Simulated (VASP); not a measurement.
# CdTe (F-43m) in VASP: further runs, part 2 of 2

VASP 6.6.1. The steps go on from the part before.

## Step 4: Single point, HF

This run uses another cell than the first one, of 33.58 Å³/atom.

Contents of POSCAR:

```
CdTe
1.0
    0.0000000000      3.2262257841      3.2262257841
    3.2262257841      0.0000000000      3.2262257841
    3.2262257841      3.2262257841      0.0000000000
Te Cd
1 1
Direct
    0.7500000000      0.7500000000      0.7500000000
    0.0000000000      0.0000000000      0.0000000000
```

Contents of INCAR.step1:

```
SYSTEM = CdTe
  PREC = Accurate
  ENCUT = 520
  EDIFF = 1E-5
  ISMEAR = -1
  SIGMA = 0.05
  LREAL = .False.
  LASPH = .True.
  NELM = 60
  ALGO = Normal
  ISIF = 2
  LWAVE = .True.
  LCHARG = .False.
  NBANDS = 16
  GGA = PE
```

Contents of INCAR.step2:

```
SYSTEM = CdTe
  PREC = Accurate
  ENCUT = 520
  EDIFF = 1E-6
  ISMEAR = -1
  SIGMA = 0.05
  LREAL = .False.
  LASPH = .True.
  NELM = 60
  ALGO = Normal
  ISIF = 2
  LWAVE = .False.
  LCHARG = .False.
  GGA = PE
  LHFCALC = .True.
  AEXX = 1.0
  ALDAC = 0.0
  AGGAC = 0.0
  PRECFOCK = Normal
  NBANDS = 16
  ISTART = 1
```

Contents of KPOINTS:

```
regular mesh
0
Gamma
  4 4 4
  0 0 0
```

The run is started by

```bash
> cat potpaw_PBE.64/Te/POTCAR potpaw_PBE.64/Cd/POTCAR > POTCAR
> cp INCAR.step1 INCAR
> mpirun -np 1 vasp_std > vasp.out
> cp INCAR.step2 INCAR
> mpirun -np 1 vasp_std > vasp.out
```

Wall time 21 min (1 thread of Intel Xeon Platinum 8375C at 2.90GHz (Ice Lake), shared host); peak memory 0.22 GiB.

It converged, with:

```yaml
Free_energy: -12.4298 eV
Pressure: 4.9 GPa
Band_gap_on_the_k_mesh: 6.77 eV
```

Levels at points of the mesh, in eV from the valence-band top:
```csv
k point,band 5,band 6,band 7,band 8,band 9,band 10,band 11,band 12,band 13,band 14
"(0.00, 0.00, 0.00)",-12.99,-12.99,0.00,0.00,0.00,6.77,11.61,11.61,11.61,15.24
"(0.50, 0.00, 0.00)",-12.99,-12.04,-5.65,-0.98,-0.98,8.15,12.11,12.11,13.94,16.59
"(0.50, 0.50, 0.00)",-12.97,-11.66,-5.40,-2.41,-2.41,8.46,9.34,16.04,16.94,17.59
```

Caveat: the k points lie up to 0.42 Å⁻¹ apart; the PAW data sets were made with another functional, which shifts forces and pressure a little; spin-orbit coupling is left out, which moves the levels of the heavy elements.

## Step 5: Single point, HF

Contents of POSCAR:

```
CdTe
1.0
    0.0000000000      3.2471758892      3.2471758892
    3.2471758892      0.0000000000      3.2471758892
    3.2471758892      3.2471758892      0.0000000000
Te Cd
1 1
Direct
    0.7500000000      0.7500000000      0.7500000000
    0.0000000000      0.0000000000      0.0000000000
```

Contents of INCAR.step1:

```
PREC     = Accurate       # precision mode
ENCUT    = 520            # plane-wave cutoff, eV
EDIFF    = 1E-5           # SCF threshold, eV
ISMEAR   = -1             # smearing method
SIGMA    = 0.05           # smearing width, eV
LREAL    = False          # projectors in reciprocal space
LASPH    = True           # aspherical terms in the spheres
NELM     = 100            # most SCF steps
ALGO     = Normal         # electronic algorithm
ISIF     = 2              # what is computed and relaxed
LWAVE    = True           # write WAVECAR
LCHARG   = False          # write CHGCAR
NBANDS   = 16             # bands
GGA      = PE             # functional
```

Contents of INCAR.step2:

```
PREC     = Accurate       # precision mode
ENCUT    = 520            # plane-wave cutoff, eV
EDIFF    = 1E-7           # SCF threshold, eV
ISMEAR   = -1             # smearing method
SIGMA    = 0.05           # smearing width, eV
LREAL    = False          # projectors in reciprocal space
LASPH    = True           # aspherical terms in the spheres
NELM     = 100            # most SCF steps
ALGO     = Normal         # electronic algorithm
ISIF     = 2              # what is computed and relaxed
LWAVE    = False          # write WAVECAR
LCHARG   = False          # write CHGCAR
GGA      = PE             # functional
LHFCALC  = True           # exact exchange
AEXX     = 1.0            # exact-exchange fraction
ALDAC    = 0.0          
AGGAC    = 0.0          
PRECFOCK = Normal       
NBANDS   = 16             # bands
ISTART   = 1
```

Contents of KPOINTS:

```
Automatic mesh
0
Gamma
  4 4 4
```

The run is started by

```bash
> cat potpaw_PBE.64/Te/POTCAR potpaw_PBE.64/Cd/POTCAR > POTCAR
> cp INCAR.step1 INCAR
> mpirun -np 1 vasp_std > vasp.out
> cp INCAR.step2 INCAR
> mpirun -np 1 vasp_std > vasp.out
```

It took 22 min on 1 thread of Intel Xeon Platinum 8375C at 2.90GHz (Ice Lake), shared host; peak memory 0.22 GiB.

The run converged. Its results:

| Quantity | Value |
| --- | --- |
| Free energy | -12.4656 eV |
| Pressure | 3.8 GPa |
| Band gap on the k mesh | 6.72 eV |

Levels at points of the mesh, in eV from the valence-band top:
```tsv
k point	band 6	band 7	band 8	band 9	band 10	band 11	band 12	band 13
(0.00, 0.00, 0.00)	-12.97	0.00	0.00	0.00	6.72	11.61	11.61	11.61
(0.50, 0.00, 0.00)	-12.02	-5.50	-0.95	-0.95	8.12	12.10	12.10	13.89
(0.50, 0.50, 0.00)	-11.65	-5.28	-2.33	-2.33	8.49	9.33	16.00	16.76
```

Caveat: the cell stands under pressure; the PAW data sets were made with another functional, which shifts forces and pressure a little; spin-orbit coupling is left out, which moves the levels of the heavy elements.

## Step 6: Single point, HF

This run uses another cell than the first one, of 34.90 Å³/atom.

Contents of POSCAR:

```
CdTe
1.0
    0.0000000000      3.2678590959      3.2678590959
    3.2678590959      0.0000000000      3.2678590959
    3.2678590959      3.2678590959      0.0000000000
Te Cd
1 1
Direct
    0.7500000000      0.7500000000      0.7500000000
    0.0000000000      0.0000000000      0.0000000000
```

Contents of INCAR.step1:

```
SYSTEM = CdTe
PREC = Accurate
ENCUT = 520
EDIFF = 1E-5
ISMEAR = -1
SIGMA = 0.05
LREAL = .False.
LASPH = .True.
NELM = 80
ALGO = Normal
ISIF = 2
LWAVE = .True.
LCHARG = .False.
GGA = PE
NBANDS = 16
```

Contents of INCAR.step2:

```
SYSTEM = CdTe
PREC = Accurate
ENCUT = 520
EDIFF = 1E-6
ISMEAR = -1
SIGMA = 0.05
LREAL = .False.
LASPH = .True.
NELM = 80
ALGO = Normal
ISIF = 2
LWAVE = .False.
LCHARG = .False.
GGA = PE
LHFCALC = .True.
AEXX = 1.0
ALDAC = 0.0
AGGAC = 0.0
PRECFOCK = Normal
ISTART = 1
NBANDS = 16
```

Contents of KPOINTS:

```
regular mesh
0
Gamma
  4 4 4
  0 0 0
```

Potentials or basis: VASP PAW PBE potentials, release 64 (Te, Cd).

The run is started by

```bash
> cat potpaw_PBE.64/Te/POTCAR potpaw_PBE.64/Cd/POTCAR > POTCAR
> cp INCAR.step1 INCAR
> mpirun -np 1 vasp_std > vasp.out
> cp INCAR.step2 INCAR
> mpirun -np 1 vasp_std > vasp.out
```

OUTCAR:

```text
SYSTEM = CdTe
   PREC = Accurate
   ENCUT = 520
   EDIFF = 1E-6
   ISMEAR = -1
   LREAL = .False.
   LASPH = .True.
   NELM = 80
   ISIF = 2
   GGA = PE
   LHFCALC = .True.
   AEXX = 1.0
   PRECFOCK = Normal
   ISTART = 1

 ion  position               nearest neighbor table
   1  0.750  0.750  0.750-   2 2.83   2 2.83   2 2.83   2 2.83
   2  0.000  0.000  0.000-   1 2.83   1 2.83   1 2.83   1 2.83

  LATTYP: Found a face centered cubic cell.
 ALAT       =     6.5357181918

[... 329 lines left out ...]

------------------------ aborting loop because EDIFF is reached ----------------------------------------

  FORCE on cell =-STRESS in cart. coord.  units (eV):
  Direction    XX          YY          ZZ          XY          YZ          ZX
  --------------------------------------------------------------------------------------
  -------------------------------------------------------------------------------------
  Total        1.1970144      1.1970144      1.1970144     -0.0000000      0.0000000     -0.0000000
  in kB       27.4783086     27.4783086     27.4783086     -0.0000000      0.0000000     -0.0000000
  external PRESSURE =      27.4783086 kB  Pullay stress =       0.0000000 kB

 VOLUME and BASIS-vectors are now :
 -----------------------------------------------------------------------------
  energy-cutoff  :      520.00
  volume of cell :       69.79
      direct lattice vectors                 reciprocal lattice vectors
     0.000000000  3.267859096  3.267859096    -0.153005373  0.153005373  0.153005373
     3.267859096  0.000000000  3.267859096     0.153005373 -0.153005373  0.153005373
     3.267859096  3.267859096  0.000000000     0.153005373  0.153005373 -0.153005373

 POSITION                                       TOTAL-FORCE (eV/Angst)
 -----------------------------------------------------------------------------------
      4.90179      4.90179      4.90179        -0.000000     -0.000000      0.000000
      0.00000      0.00000      0.00000         0.000000      0.000000     -0.000000
 -----------------------------------------------------------------------------------
    total drift:                                0.000004      0.000016      0.000009

  FREE ENERGIE OF THE ION-ELECTRON SYSTEM (eV)
  ---------------------------------------------------
  free  energy   TOTEN  =       -12.4925454529 eV

  energy  without entropy=      -12.4925454529  energy(sigma->0) =      -12.49254545
```

Wall time 19 min (1 thread of Intel Xeon Platinum 8375C at 2.90GHz (Ice Lake), shared host); peak memory 0.22 GiB.

Results:

```yaml
Free_energy: -12.4925 eV
Pressure: 2.7 GPa
Band_gap_on_the_k_mesh: 6.67 eV
```

Levels at points of the mesh, in eV from the valence-band top:
| k point | band 5 | band 6 | band 7 | band 8 | band 9 | band 10 | band 11 | band 12 | band 13 | band 14 |
| --- | --- | --- | --- | --- | --- | --- | --- | --- | --- | --- |
| (0.00, 0.00, 0.00) | -12.95 | -12.95 | 0.00 | 0.00 | 0.00 | 6.67 | 11.60 | 11.60 | 11.60 | 15.07 |
| (0.50, 0.00, 0.00) | -12.94 | -12.00 | -5.36 | -0.92 | -0.92 | 8.10 | 12.09 | 12.09 | 13.85 | 16.31 |
| (0.50, 0.50, 0.00) | -12.93 | -11.64 | -5.16 | -2.25 | -2.25 | 8.52 | 9.32 | 15.96 | 16.60 | 17.30 |

Caveat: the PAW data sets were made with another functional, which shifts forces and pressure a little; spin-orbit coupling is left out, which moves the levels of the heavy elements.

## Step 7: Overview

```tsv
level	spin	cell	k mesh	grid for exact exchange (PRECFOCK)	share of exact exchange	gap on the mesh (eV)	pressure (GPa)
r2SCAN	non-collinear, zero start, SOC	a = 4.592 Å, angles 60.0°, 2 atoms	7 × 7 × 7	-	-	-	1.4
HF	off	a = 4.533 Å, angles 60.0°, 2 atoms	4 × 4 × 4	Normal	1	6.82	6.1
HF	off	a = 4.563 Å, angles 60.0°, 2 atoms	4 × 4 × 4	Normal	1	6.77	4.9
HF	off	a = 4.592 Å, angles 60.0°, 2 atoms	4 × 4 × 4	Normal	1	6.72	3.8
HF	off	a = 4.621 Å, angles 60.0°, 2 atoms	4 × 4 × 4	Normal	1	6.67	2.7
```

Alike in all rows: task single point; potentials or basis VASP PAW PBE potentials, release 64 (Te, Cd); cutoff (eV) 520; smearing fermi-dirac 0.05 eV.

Caveats: some runs use coarse meshes; the PAW data sets were made with another functional, which shifts forces and pressure a little; spin-orbit coupling is left out, which moves the levels of the heavy elements (at least some runs); the cell stands under pressure (at least some runs).

Total energies depend on the potentials used, so only differences within one code and one set of settings carry meaning.
